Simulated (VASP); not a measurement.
# BaS (R-3m) in VASP: a series of runs

BaS is run at these levels: LDA; tasks: electric field gradients.

Everything below comes from runs of VASP 6.6.1. Logs are shortened: lines on timing, memory, paths and dates and some standing lists are left out, and cuts for length are marked.

## 1. The cell of the first run

Symmetry: R-3m, No. 166, trigonal system. Conventional cell: a = 4.562 Å, b = 4.562 Å, c = 10.842 Å, α = 90.00°, β = 90.00°, γ = 120.00°. Ba (site symmetry -3m) has 6 S at 3.19 Å within 4.2 Å. Within 4.2 Å of S (site symmetry -3m) lie 6 Ba at 3.19 Å.

## 2. Electric field gradients, LDA (equal xy, yz and zx shear strains of -2 %)

The input, INCAR:

```
PREC = Accurate ; ENCUT = 520
EDIFF = 1E-8 ; ISMEAR = -1
SIGMA = 0.01 ; LREAL = False
LASPH = True ; NELM = 100
ALGO = Normal ; ISIF = 2
LWAVE = False ; LCHARG = False
GGA = CA ; LEFG = True
NBANDS = 15
```

The input, KPOINTS:

```
regular mesh
0
Gamma
  7 7 7
```

The input, POSCAR:

```
BaS
1.0
   -0.0638750000      3.1618125000      3.1618125000
    3.1618125000     -0.0638750000      3.1618125000
    3.1618125000      3.1618125000     -0.0638750000
Ba S
1 1
Direct
    0.0000000000      0.0000000000      0.0000000000
    0.5000000000      0.5000000000      0.5000000000
```

Potentials or basis: VASP PAW LDA potentials, release 64 (Ba_sv, S).

The run is started by

```
$ cat potpaw_LDA.64/Ba_sv/POTCAR potpaw_LDA.64/S/POTCAR > POTCAR
$ mpirun -np 1 vasp_std > vasp.out
```

OUTCAR:

```text
PREC = Accurate
   ENCUT = 520
   EDIFF = 1E-8
   ISMEAR = -1
   LREAL = False
   LASPH = True
   NELM = 100
   ISIF = 2
   GGA = CA

 ion  position               nearest neighbor table
   1  0.000  0.000  0.000-   2 3.19   2 3.19   2 3.19   2 3.19   2 3.19   2 3.19
   2  0.500  0.500  0.500-   1 3.19   1 3.19   1 3.19   1 3.19   1 3.19   1 3.19

  LATTYP: Found a trigonal (rhomboedric) cell.
 ALAT       =     4.4719343226
 COS(alpha) =     0.4797000918

  Lattice vectors:

 A1 = (  -0.0638750000,   3.1618125000,   3.1618125000)
 A2 = (   3.1618125000,  -0.0638750000,   3.1618125000)
 A3 = (   3.1618125000,   3.1618125000,  -0.0638750000)

Analysis of symmetry for initial positions (statically):
=====================================================================
 Subroutine PRICEL returns:
 Original cell was already a primitive cell.

 Routine SETGRP: Setting up the symmetry group for a
 trigonal (rhombohedral) supercell.

 Subroutine GETGRP returns: Found 12 space group operations
 (whereof 12 operations were pure point group operations)
 out of a pool of 12 trial point group operations.

The static configuration has the point symmetry D_3d.

Analysis of symmetry for dynamics (positions and initial velocities):
=====================================================================
 Subroutine PRICEL returns:
 Original cell was already a primitive cell.

 Routine SETGRP: Setting up the symmetry group for a
 trigonal (rhombohedral) supercell.

 Subroutine GETGRP returns: Found 12 space group operations
 (whereof 12 operations were pure point group operations)
 out of a pool of 12 trial point group operations.

The dynamic configuration has the point symmetry D_3d.

 Subroutine INISYM returns: Found 12 space group operations
 (whereof 12 operations are pure point group operations),
 and found     1 'primitive' translations

----------------------------------------------------------------------------------------

                                     Primitive cell

  volume of cell :      65.1331

  direct lattice vectors                    reciprocal lattice vectors
    -0.063875000  3.161812500  3.161812500    -0.153424025  0.156587407  0.156587407
     3.161812500 -0.063875000  3.161812500     0.156587407 -0.153424025  0.156587407
     3.161812500  3.161812500 -0.063875000     0.156587407  0.156587407 -0.153424025

  length of vectors
     4.471934323  4.471934323  4.471934323     0.269403347  0.269403347  0.269403347

  position of ions in fractional coordinates (direct lattice)
     0.000000000  0.000000000  0.000000000
     0.500000000  0.500000000  0.500000000

  ion indices of the primitive-cell ions
   primitive index   ion index
                 1           1
                 2           2

----------------------------------------------------------------------------------------

 KPOINTS: regular mesh

Automatic generation of k-mesh.
 Grid dimensions read from file:
 generate k-points for:    7    7    7

 Generating k-lattice:

  Cartesian coordinates                     Fractional coordinates (reciprocal lattice)
    -0.021917718  0.022369630  0.022369630     0.142857143  0.000000000 -0.000000000
     0.022369630 -0.021917718  0.022369630     0.000000000  0.142857143 -0.000000000
     0.022369630  0.022369630 -0.021917718     0.000000000  0.000000000  0.142857143

  Length of vectors
     0.038486192  0.038486192  0.038486192

  Shift w.r.t. Gamma in fractional coordinates (k-lattice)
     0.000000000  0.000000000  0.000000000

 Subroutine IBZKPT returns following result:
 ===========================================

 Found     44 irreducible k-points:

 Following reciprocal coordinates:
[... 33 lines left out ...]
   NGXF,Y,Z  is equivalent  to a cutoff of  26.77, 26.77, 26.77 a.u.
 SYSTEM =  unknown system
   PREC   = accura    normal or accurate (medium, high low for compatibility)
   ISTART =      0    job   : 0-new  1-cont  2-samecut
   ICHARG =      2    charge: 1-file 2-atom 10-const
   ISPIN  =      1    spin polarized calculation?
   LNONCOLLINEAR =      F non collinear calculations
   LSORBIT =      F    spin-orbit coupling
   LASPH  =      T    aspherical Exc in radial PAW
   ENCUT  =  520.0 eV  38.22 Ry    6.18 a.u.   8.31  8.31  8.31*2*pi/ulx,y,z
   NELM   =    100;   NELMIN=  2; NELMDL= -5     # of ELM steps
   EDIFF  = 0.1E-07   stopping-criterion for ELM
   LREAL  =      F    real-space projection
   EDIFFG = 0.1E-06   stopping-criterion for IOM
   NSW    =      0    number of steps for IOM
   IBRION =     -1    ionic relax: 0-MD 1-quasi-New 2-CG
   NFREE  =      0    steps in history (QN), initial steepest desc. (CG)
   ISIF   =      2    stress and relaxation
   ISYM   =      2    0-nonsym 1-usesym 2-fastsym
   POTIM  = 0.5000    time-step for ionic-motion
   TEBEG  =    0.0;   TEEND  =   0.0 temperature during run
   PSTRESS=    0.0 pullay stress
   NELECT =      16.0000    total number of electrons
   NUPDOWN=      -1.0000    fix difference up-down
   EMIN   =  10.00;   EMAX   =-10.00  energy-range for DOS
   EFERMI =   0.00;   METHOD = LEGACY
   ISMEAR =    -1;   SIGMA  =   0.01  broadening in eV -4-tet -1-fermi 0-gaus
   EFERMI_NEDOS =   21; number of points for ismear=-14 and -15
   IALGO  =     38    algorithm
   IMIX   =      4    mixing-type and parameters
     AMIX     =   0.40;   BMIX     =  1.00
     AMIX_MAG =   1.60;   BMIX_MAG =  1.00
  volume/ion in A,a.u.               =      32.57       219.77
  Fermi-wavevector in a.u.,A,eV,Ry     =   1.025292  1.937521 14.302771  1.051224
  Thomas-Fermi vector in A             =   2.159125
   LORBIT       =      0    0 simple, 1 ext, 2 COOP (PROOUT), +10 PAW based schemes
   GGA     = CA    functional components
   LHFCALC =     F    Hartree Fock is set to
   AEXX    =    0.0000 exact exchange contribution
   IVDW    =     0    specifies the selected vdW correction
   LEPSILON=     F    determine dielectric tensor
   LRPA    =     F    only Hartree local field effects (RPA)
 non-spin polarized calculation
  energy-cutoff  :      520.00
  volume of cell :       65.13
 maximum number of plane-waves:      1771
 NGX is ok and might be reduce to    36
   NGX = 17   NGY = 17   NGZ = 17

 number of electron      16.0000001 magnetization

 Free energy of the ion-electron system (eV)
  ---------------------------------------------------
  ext. energy  EPLUGINS =         0.00000000
  ---------------------------------------------------
  free energy    TOTEN  =       -11.15551697 eV

  energy without entropy =      -11.15551697  energy(sigma->0) =      -11.15551697

 E-fermi :   1.4843     XC(G=0):  -8.9937

 val. band max:        1.2906465711   @ k =   0.0000   0.0000   0.0000
 cond. band min:       3.2040729923   @ k =   0.4286   0.4286  -0.0000
 fundamental gap:      1.9134264212
 Fermi energy:         1.4842596013

 k-point     1 :       0.0000    0.0000    0.0000
  band No.  band energies     occupation
      1     -24.7606      2.00000
      2      -9.8365      2.00000
      3      -9.8365      2.00000
      4      -9.8261      2.00000
      5      -9.0723      2.00000
      6       1.2231      2.00000
      7       1.2231      2.00000
      8       1.2906      2.00000
      9       4.5334      0.00000
     10       4.8538      0.00000
     11       4.8538      0.00000
     12       5.1426      0.00000
     13       5.9357      0.00000
     14       5.9357      0.00000
[... 401 lines left out ...]
      2     -10.6496      2.00000
      3     -10.0074      2.00000
      4      -9.9037      2.00000
      5      -8.2606      2.00000
      6      -0.2078      2.00000
      7       0.4091      2.00000
      8       0.8912      2.00000
      9       4.4248      0.00000
     10       6.3582      0.00000
     11       6.9510      0.00000
     12       7.5491      0.00000
     13       7.7954      0.00000
     14       9.5955      0.00000
     15      10.9762      0.00000

 [... further k-points ...]

------------------------ aborting loop because EDIFF is reached ----------------------------------------

  FORCE on cell =-STRESS in cart. coord.  units (eV):
  Direction    XX          YY          ZZ          XY          YZ          ZX
  --------------------------------------------------------------------------------------
  -------------------------------------------------------------------------------------
  Total       -0.7518044     -0.7518044     -0.7518044      0.1498758      0.1498758      0.1498758
  in kB      -18.4932765    -18.4932765    -18.4932765      3.6867228      3.6867228      3.6867228
  external PRESSURE =     -18.4932765 kB  Pullay stress =       0.0000000 kB

 VOLUME and BASIS-vectors are now :
 -----------------------------------------------------------------------------
  energy-cutoff  :      520.00
  volume of cell :       65.13
      direct lattice vectors                 reciprocal lattice vectors
    -0.063875000  3.161812500  3.161812500    -0.153424025  0.156587407  0.156587407
     3.161812500 -0.063875000  3.161812500     0.156587407 -0.153424025  0.156587407
     3.161812500  3.161812500 -0.063875000     0.156587407  0.156587407 -0.153424025

 POSITION                                       TOTAL-FORCE (eV/Angst)
 -----------------------------------------------------------------------------------
      0.00000      0.00000      0.00000         0.000000     -0.000000     -0.000000
      3.12988      3.12988      3.12987        -0.000000      0.000000      0.000000
 -----------------------------------------------------------------------------------
    total drift:                                0.000000      0.000000      0.000000

  FREE ENERGIE OF THE ION-ELECTRON SYSTEM (eV)
  ---------------------------------------------------
  free  energy   TOTEN  =       -11.1555169673 eV

  energy  without entropy=      -11.1555169673  energy(sigma->0) =      -11.15551697

 Electric field gradients (V/A^2)
---------------------------------------------------------------------
 ion       V_xx      V_yy      V_zz      V_xy      V_xz      V_yz
---------------------------------------------------------------------
   1       0.000    -0.000     0.000     6.848     6.848     6.848
   2       0.000     0.000    -0.000    -1.336    -1.336    -1.336
---------------------------------------------------------------------

 Electric field gradients after diagonalization (V/A^2)
 (convention: |V_zz| > |V_xx| > |V_yy|)
----------------------------------------------------------------------
 ion       V_xx      V_yy      V_zz     asymmetry (V_yy - V_xx)/ V_zz
----------------------------------------------------------------------
   1      -6.848    -6.848    13.695       0.000
   2       1.336     1.336    -2.673       0.000
----------------------------------------------------------------------

           NMR quadrupolar parameters

 Cq : quadrupolar parameter    Cq=e*Q*V_zz/h
 eta: asymmetry parameters     (V_yy - V_xx)/ V_zz
 Q  : nuclear electric quadrupole moment in mb (millibarn)
----------------------------------------------------------------------
 ion       Cq(MHz)       eta       Q (mb)
----------------------------------------------------------------------
   1       0.033       0.000       1.000
   2      -0.006       0.000       1.000
----------------------------------------------------------------------
```

It took 94 s on 1 thread of AMD EPYC 7R13, shared host; peak memory 0.16 GiB.

What came out:

| Item | Value |
| --- | --- |
| Free energy | -11.1555 eV |
| Pressure | -1.8 GPa |
| Band gap on the k mesh | 1.91 eV, indirect (least direct gap 2.08 eV) |

Stress tensor (GPa, compression positive):
```
-1.85  0.37  0.37
 0.37 -1.85  0.37
 0.37  0.37 -1.85
```

Electric field gradients, principal values (V/Å²):
```tsv
atom	least	middle	greatest (by size)
1 Ba	-6.848	-6.848	13.695
2 S	1.336	1.336	-2.673
```

Caveat: the cell differs from its parent crystal (equal xy, yz and zx shear strains of -2 %); without QUAD_EFG the Cq values of the log hold for a quadrupole moment of 1 mb, not for the nuclei; spin-orbit coupling is left out, which moves the levels of the heavy elements. A k mesh can miss the band edges.

## 3. Electric field gradients, LDA (equal xy, yz and zx shear strains of -1 %)

The input, INCAR:

```
SYSTEM = BaS
PREC = Accurate ; ENCUT = 520
EDIFF = 1E-8 ; ISMEAR = -1
SIGMA = 0.01 ; LREAL = .FALSE.
LASPH = .TRUE. ; NELM = 60
ALGO = Normal ; ISIF = 2
LWAVE = .FALSE. ; LCHARG = .FALSE.
LEFG = .TRUE. ; NBANDS = 15
```

The input, KPOINTS:

```
Automatic mesh
0
G
  7 7 7
  0 0 0
```

The input, POSCAR:

```
BaS
1.0
   -0.0319375000      3.1777812500      3.1777812500
    3.1777812500     -0.0319375000      3.1777812500
    3.1777812500      3.1777812500     -0.0319375000
Ba S
1 1
Direct
    0.0000000000      0.0000000000      0.0000000000
    0.5000000000      0.5000000000      0.5000000000
```

Potentials or basis: VASP PAW LDA potentials, release 64 (Ba_sv, S).

The run is started by

```
$ cat potpaw_LDA.64/Ba_sv/POTCAR potpaw_LDA.64/S/POTCAR > POTCAR
$ mpirun -np 1 vasp_std > vasp.out
```

OUTCAR:

```text
SYSTEM = BaS
   PREC = Accurate
   ENCUT = 520
   EDIFF = 1E-8
   ISMEAR = -1
   LREAL = .FALSE.
   LASPH = .TRUE.
   NELM = 60
   ISIF = 2

 ion  position               nearest neighbor table
   1  0.000  0.000  0.000-   2 3.19   2 3.19   2 3.19   2 3.19   2 3.19   2 3.19
   2  0.500  0.500  0.500-   1 3.19   1 3.19   1 3.19   1 3.19   1 3.19   1 3.19

  LATTYP: Found a trigonal (rhomboedric) cell.
 ALAT       =     4.4941748241
 COS(alpha) =     0.4899250057

  Lattice vectors:

 A1 = (  -0.0319375000,   3.1777812500,   3.1777812500)
 A2 = (   3.1777812500,  -0.0319375000,   3.1777812500)
 A3 = (   3.1777812500,   3.1777812500,  -0.0319375000)

Analysis of symmetry for initial positions (statically):
=====================================================================
 Subroutine PRICEL returns:
 Original cell was already a primitive cell.

 Routine SETGRP: Setting up the symmetry group for a
 trigonal (rhombohedral) supercell.

 Subroutine GETGRP returns: Found 12 space group operations
 (whereof 12 operations were pure point group operations)
[... 621 lines left out ...]
     3.177781250 -0.031937500  3.177781250     0.156563641 -0.154990137  0.156563641
     3.177781250  3.177781250 -0.031937500     0.156563641  0.156563641 -0.154990137

 POSITION                                       TOTAL-FORCE (eV/Angst)
 -----------------------------------------------------------------------------------
      0.00000      0.00000      0.00000         0.000000     -0.000000      0.000000
      3.16181      3.16181      3.16181        -0.000000      0.000000     -0.000000
 -----------------------------------------------------------------------------------
    total drift:                                0.000000      0.000000      0.000000

  FREE ENERGIE OF THE ION-ELECTRON SYSTEM (eV)
  ---------------------------------------------------
  free  energy   TOTEN  =       -11.1587795224 eV

  energy  without entropy=      -11.1587795224  energy(sigma->0) =      -11.15877952

 Electric field gradients (V/A^2)
---------------------------------------------------------------------
 ion       V_xx      V_yy      V_zz      V_xy      V_xz      V_yz
---------------------------------------------------------------------
   1      -0.000     0.000     0.000     3.444     3.444     3.444
   2       0.000    -0.000    -0.000    -0.693    -0.693    -0.693
---------------------------------------------------------------------

 Electric field gradients after diagonalization (V/A^2)
 (convention: |V_zz| > |V_xx| > |V_yy|)
----------------------------------------------------------------------
 ion       V_xx      V_yy      V_zz     asymmetry (V_yy - V_xx)/ V_zz
----------------------------------------------------------------------
   1      -3.444    -3.444     6.888       0.000
   2       0.693     0.693    -1.385       0.000
----------------------------------------------------------------------

           NMR quadrupolar parameters

 Cq : quadrupolar parameter    Cq=e*Q*V_zz/h
 eta: asymmetry parameters     (V_yy - V_xx)/ V_zz
 Q  : nuclear electric quadrupole moment in mb (millibarn)
----------------------------------------------------------------------
 ion       Cq(MHz)       eta       Q (mb)
----------------------------------------------------------------------
   1       0.017       0.000       1.000
   2      -0.003       0.000       1.000
----------------------------------------------------------------------
```

stdout:

```text
POSCAR found type information on POSCAR BaS
 POSCAR found :  2 types and       2 ions
 scaLAPACK will be used
 LDA part: xc-table for (Slater(with rela. corr.)+CA(PZ))
 , standard interpolation
 POSCAR, INCAR and KPOINTS ok, starting setup
 FFT: planning ... GRIDC
 FFT: planning ... GRID_SOFT
 FFT: planning ... GRID
 WAVECAR not read
 entering main loop
ion   1

ion   2
```

Run time: 94 s. Hardware: 1 thread of AMD EPYC 7R13, shared host; peak memory 0.16 GiB.

Results:

| Item | Value |
| --- | --- |
| Free energy | -11.1588 eV |
| Pressure | -1.8 GPa |
| Band gap on the k mesh | 1.94 eV, indirect (least direct gap 2.10 eV) |

Levels at points of the mesh, in eV from the valence-band top:
```csv
k point,band 5,band 6,band 7,band 8,band 9,band 10,band 11,band 12
"(0.00, 0.00, 0.00)",-10.34,-0.03,-0.03,0.00,3.28,3.63,3.63,3.77
```

Electric field gradients, principal values (V/Å²):
```
atom   least  middle  greatest (by size)
1 Ba  -3.444  -3.444               6.888
 2 S   0.693   0.693              -1.385
```

Caveat: the cell differs from its parent crystal (equal xy, yz and zx shear strains of -1 %); without QUAD_EFG the Cq values of the log hold for a quadrupole moment of 1 mb, not for the nuclei; spin-orbit coupling is left out, which moves the levels of the heavy elements.

[end of part 1 of 2]
